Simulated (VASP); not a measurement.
# Ba (I4/mmm) in VASP: single point with PBE

Aim: the single point of Ba with PBE.

All numbers are computed with VASP 6.6.1; they aren't measurements. Logs are shortened: lines on timing, memory, paths and dates and some standing lists are left out, and cuts for length are marked.

**1. The cell of the first run**

It takes space group I4/mmm (No. 139, tetragonal). Conventional cell: a = 5.069 Å, b = 5.069 Å, c = 4.866 Å, α = 90.00°, β = 90.00°, γ = 90.00°. Ba (site symmetry 4/mmm) has 14 Ba at 4.33 to 5.07 Å within 5.7 Å.

**2. Single point, PBE**

File INCAR:

```
ALGO = Fast
EDIFF = 1E-6
ENCUT = 520
GGA = PE
ISIF = 2
ISMEAR = 0
LASPH = T
LCHARG = F
LREAL = F
LWAVE = F
NBANDS = 11
NELM = 80
PREC = Accurate
SIGMA = 0.15
```

File KPOINTS:

```
k-points
0
Gamma
  16 16 16
```

File POSCAR:

```
Ba
1.0
   -2.5342508315      2.5342508315      2.4328807982
    2.5342508315     -2.5342508315      2.4328807982
    2.5342508315      2.5342508315     -2.4328807982
Ba
1
Direct
    0.0000000000      0.0000000000      0.0000000000
```

Potentials or basis: VASP PAW PBE potentials, release 64 (Ba_sv).

Command:

```bash
$ cat potpaw_PBE.64/Ba_sv/POTCAR > POTCAR
$ mpirun -np 1 vasp_std > vasp.out
```

OUTCAR:

```text
EDIFF = 1E-6
   ENCUT = 520
   GGA = PE
   ISIF = 2
   ISMEAR = 0
   LASPH = T
   LREAL = F
   NELM = 80
   PREC = Accurate

 ion  position               nearest neighbor table
   1  0.000  0.000  0.000-

  LATTYP: Found a body centered tetragonal cell.
 ALAT       =     5.0685016630
 C/A-ratio  =     0.9600000000

  Lattice vectors:

 A1 = (  -2.5342508315,   2.5342508315,   2.4328807982)
 A2 = (   2.5342508315,  -2.5342508315,   2.4328807982)
 A3 = (   2.5342508315,   2.5342508315,  -2.4328807982)

Analysis of symmetry for initial positions (statically):
=====================================================================
 Subroutine PRICEL returns:
 Original cell was already a primitive cell.

 Routine SETGRP: Setting up the symmetry group for a
 body centered tetragonal supercell.

 Subroutine GETGRP returns: Found 16 space group operations
 (whereof 16 operations were pure point group operations)
 out of a pool of 16 trial point group operations.

The static configuration has the point symmetry D_4h.

Analysis of symmetry for dynamics (positions and initial velocities):
=====================================================================
 Subroutine PRICEL returns:
 Original cell was already a primitive cell.

 Routine SETGRP: Setting up the symmetry group for a
 body centered tetragonal supercell.

 Subroutine GETGRP returns: Found 16 space group operations
 (whereof 16 operations were pure point group operations)
 out of a pool of 16 trial point group operations.

The dynamic configuration has the point symmetry D_4h.

 Subroutine INISYM returns: Found 16 space group operations
 (whereof 16 operations are pure point group operations),
 and found     1 'primitive' translations

----------------------------------------------------------------------------------------

                                     Primitive cell

  volume of cell :      62.5000

  direct lattice vectors                    reciprocal lattice vectors
    -2.534250832  2.534250832  2.432880798     0.000000000  0.197296966  0.205517673
     2.534250832 -2.534250832  2.432880798     0.197296966  0.000000000  0.205517673
     2.534250832  2.534250832 -2.432880798     0.197296966  0.197296966  0.000000000

  length of vectors
     4.331716003  4.331716003  4.331716003     0.284892272  0.284892272  0.279020045

  position of ions in fractional coordinates (direct lattice)
     0.000000000  0.000000000  0.000000000

  ion indices of the primitive-cell ions
   primitive index   ion index
                 1           1

----------------------------------------------------------------------------------------

 KPOINTS: k-points

Automatic generation of k-mesh.
 Grid dimensions read from file:
 generate k-points for:   16   16   16

 Generating k-lattice:

  Cartesian coordinates                     Fractional coordinates (reciprocal lattice)
     0.000000000  0.012331060  0.012844855     0.062500000  0.000000000 -0.000000000
     0.012331060  0.000000000  0.012844855     0.000000000  0.062500000 -0.000000000
     0.012331060  0.012331060  0.000000000     0.000000000  0.000000000  0.062500000

  Length of vectors
     0.017805767  0.017805767  0.017438753

  Shift w.r.t. Gamma in fractional coordinates (k-lattice)
     0.000000000  0.000000000  0.000000000

 Subroutine IBZKPT returns following result:
 ===========================================

 Found    349 irreducible k-points:

 Following reciprocal coordinates:
            Coordinates               Weight
  0.000000  0.000000  0.000000      1.000000
  0.062500  0.000000 -0.000000      8.000000
  0.125000  0.000000 -0.000000      8.000000
  0.187500  0.000000  0.000000      8.000000
  0.250000  0.000000 -0.000000      8.000000
  0.312500  0.000000 -0.000000      8.000000
[... 16 lines left out ...]
 -0.125000  0.062500  0.000000     16.000000
 -0.062500  0.062500  0.000000      4.000000
 [... further k-points ...]
   k-points           NKPTS =    349   k-points in BZ     NKDIM =    349   number of bands    NBANDS=     11
   number of dos      NEDOS =    301   number of ions     NIONS =      1
   total plane-waves  NPLWV =  32768
   dimension x,y,z NGX =    32 NGY =   32 NGZ =   32
   dimension x,y,z NGXF=    64 NGYF=   64 NGZF=   64
   ions per type =               1
   NGX,Y,Z   is equivalent  to a cutoff of  12.28, 12.28, 12.28 a.u.
   NGXF,Y,Z  is equivalent  to a cutoff of  24.56, 24.56, 24.56 a.u.
 SYSTEM =  unknown system
   PREC   = accura    normal or accurate (medium, high low for compatibility)
   ISTART =      0    job   : 0-new  1-cont  2-samecut
   ICHARG =      2    charge: 1-file 2-atom 10-const
   ISPIN  =      1    spin polarized calculation?
   LNONCOLLINEAR =      F non collinear calculations
   LSORBIT =      F    spin-orbit coupling
   LASPH  =      T    aspherical Exc in radial PAW
   ENCUT  =  520.0 eV  38.22 Ry    6.18 a.u.   8.05  8.05  8.05*2*pi/ulx,y,z
   NELM   =     80;   NELMIN=  2; NELMDL= -5     # of ELM steps
   EDIFF  = 0.1E-05   stopping-criterion for ELM
   LREAL  =      F    real-space projection
   EDIFFG = 0.1E-04   stopping-criterion for IOM
   NSW    =      0    number of steps for IOM
   IBRION =     -1    ionic relax: 0-MD 1-quasi-New 2-CG
   NFREE  =      0    steps in history (QN), initial steepest desc. (CG)
   ISIF   =      2    stress and relaxation
   ISYM   =      2    0-nonsym 1-usesym 2-fastsym
   POTIM  = 0.5000    time-step for ionic-motion
   TEBEG  =    0.0;   TEEND  =   0.0 temperature during run
   PSTRESS=    0.0 pullay stress
   NELECT =      10.0000    total number of electrons
   NUPDOWN=      -1.0000    fix difference up-down
   EMIN   =  10.00;   EMAX   =-10.00  energy-range for DOS
   EFERMI =   0.00;   METHOD = LEGACY
   ISMEAR =     0;   SIGMA  =   0.15  broadening in eV -4-tet -1-fermi 0-gaus
   EFERMI_NEDOS =   21; number of points for ismear=-14 and -15
   IALGO  =     68    algorithm
   IMIX   =      4    mixing-type and parameters
     AMIX     =   0.40;   BMIX     =  1.00
     AMIX_MAG =   1.60;   BMIX_MAG =  1.00
  volume/ion in A,a.u.               =      62.50       421.77
  Fermi-wavevector in a.u.,A,eV,Ry     =   0.888754  1.679501 10.747016  0.789883
  Thomas-Fermi vector in A             =   2.010225
   LORBIT       =      0    0 simple, 1 ext, 2 COOP (PROOUT), +10 PAW based schemes
   GGA     = PE    functional components
   LHFCALC =     F    Hartree Fock is set to
   AEXX    =    0.0000 exact exchange contribution
   IVDW    =     0    specifies the selected vdW correction
   LEPSILON=     F    determine dielectric tensor
   LRPA    =     F    only Hartree local field effects (RPA)
 non-spin polarized calculation
 RMM-DIIS sequential band-by-band and
 Gauss-broadening in eV      SIGMA  =   0.15
  energy-cutoff  :      520.00
  volume of cell :       62.50
 maximum number of plane-waves:      1715
   NGX = 17   NGY = 17   NGZ = 17

 number of electron      10.0000000 magnetization

 Free energy of the ion-electron system (eV)
  ---------------------------------------------------
  ext. energy  EPLUGINS =         0.00000000
  ---------------------------------------------------
  free energy    TOTEN  =        -1.91320080 eV

  energy without entropy =       -1.89934419  energy(sigma->0) =       -1.90627250

 E-fermi :   1.6727     XC(G=0):  -7.4342

 val. band max:        1.6547815069   @ k =  -0.4375   0.5000   0.2500
 cond. band min:       1.6779626612   @ k =   0.3750   0.3125   0.1250
 fundamental gap:      0.0231811543
 Fermi energy:         1.6726586464

 k-point     1 :       0.0000    0.0000    0.0000
  band No.  band energies     occupation
      1     -27.1980      2.00000
      2     -12.1436      2.00000
      3     -12.1436      2.00000
      4     -12.1416      2.00000
      5      -1.0815      2.00000
      6       3.3517      0.00000
      7       3.6037      0.00000
      8       3.6037      0.00000
      9       4.7337      0.00000
     10       5.1042      0.00000
     11       8.5295      0.00000

 k-point     2 :       0.0625    0.0000   -0.0000
  band No.  band energies     occupation
      1     -27.1963      2.00000
      2     -12.1620      2.00000
      3     -12.1497      2.00000
      4     -12.1430      2.00000
      5      -1.0059      2.00000
      6       3.3440      0.00000
      7       3.5681      0.00000
      8       3.6208      0.00000
      9       4.7078      0.00000
     10       5.0173      0.00000
     11       8.6868      0.00000

 k-point     3 :       0.1250    0.0000   -0.0000
  band No.  band energies     occupation
      1     -27.1914      2.00000
      2     -12.2164      2.00000
      3     -12.1670      2.00000
      4     -12.1441      2.00000
      5      -0.7875      2.00000
      6       3.2205      0.00000
      7       3.4242      0.00000
      8       3.7953      0.00000
      9       4.6484      0.00000
     10       4.9075      0.00000
     11       9.0252      0.00000

 k-point     4 :       0.1875    0.0000    0.0000
  band No.  band energies     occupation
      1     -27.1840      2.00000
      2     -12.2960      2.00000
      3     -12.1926      2.00000
      4     -12.1458      2.00000
      5      -0.4521      2.00000
      6       3.0062      0.00000
      7       3.1549      0.00000
      8       4.1491      0.00000
      9       4.6620      0.00000
     10       4.8884      0.00000
     11       9.1586      0.00000
[... 239 lines left out ...]
 k-point    22 :      -0.1875    0.0625    0.0000
  band No.  band energies     occupation
      1     -27.1870      2.00000
      2     -12.2645      2.00000
      3     -12.1766      2.00000
      4     -12.1498      2.00000
      5      -0.5893      2.00000
      6       3.0900      0.00000
      7       3.2669      0.00000
      8       4.0504      0.00000
      9       4.4717      0.00000
     10       5.0355      0.00000
     11       9.0879      0.00000

 k-point    23 :      -0.1250    0.0625    0.0000
  band No.  band energies     occupation
      1     -27.1931      2.00000
      2     -12.1995      2.00000
      3     -12.1550      2.00000
      4     -12.1472      2.00000
      5      -0.8651      2.00000
      6       3.2642      0.00000
      7       3.4610      0.00000
      8       3.7920      0.00000
      9       4.5262      0.00000
     10       5.0480      0.00000
     11       8.7920      0.00000

 k-point    24 :      -0.0625    0.0625    0.0000
  band No.  band energies     occupation
      1     -27.1963      2.00000
      2     -12.1630      2.00000
      3     -12.1471      2.00000
      4     -12.1434      2.00000
      5      -1.0092      2.00000
      6       3.3306      0.00000
      7       3.5474      0.00000
      8       3.6775      0.00000
      9       4.6306      0.00000
     10       5.0889      0.00000
     11       8.6249      0.00000

 [... further k-points ...]

------------------------ aborting loop because EDIFF is reached ----------------------------------------

  FORCE on cell =-STRESS in cart. coord.  units (eV):
  Direction    XX          YY          ZZ          XY          YZ          ZX
  --------------------------------------------------------------------------------------
  -------------------------------------------------------------------------------------
  Total        0.0378007      0.0378007      0.1238071      0.0000000     -0.0000000      0.0000000
  in kB        0.9690144      0.9690144      3.1737743      0.0000000     -0.0000000      0.0000000
  external PRESSURE =       1.7039344 kB  Pullay stress =       0.0000000 kB

 VOLUME and BASIS-vectors are now :
 -----------------------------------------------------------------------------
  energy-cutoff  :      520.00
  volume of cell :       62.50
      direct lattice vectors                 reciprocal lattice vectors
    -2.534250832  2.534250832  2.432880798     0.000000000  0.197296966  0.205517673
     2.534250832 -2.534250832  2.432880798     0.197296966  0.000000000  0.205517673
     2.534250832  2.534250832 -2.432880798     0.197296966  0.197296966  0.000000000

 POSITION                                       TOTAL-FORCE (eV/Angst)
 -----------------------------------------------------------------------------------
      0.00000      0.00000      0.00000        -0.000000      0.000000      0.000000
 -----------------------------------------------------------------------------------
    total drift:                                0.000000      0.000000     -0.000000

  FREE ENERGIE OF THE ION-ELECTRON SYSTEM (eV)
  ---------------------------------------------------
  free  energy   TOTEN  =        -1.9132007975 eV

  energy  without entropy=       -1.8993441941  energy(sigma->0) =       -1.90627250
```

It took 3.3 min on 1 thread of Oxide Virtual Turin-like, shared host; peak memory 0.33 GiB.

What came out:

```yaml
Free_energy: -1.9132 eV
Pressure: 0.2 GPa
Band_gap_on_the_k_mesh: zero (band 5 reaches 2.16 eV, above the bottom of band 6 at 1.15 eV)
```

Caveat: spin-orbit coupling is left out, which moves the levels of the heavy elements.
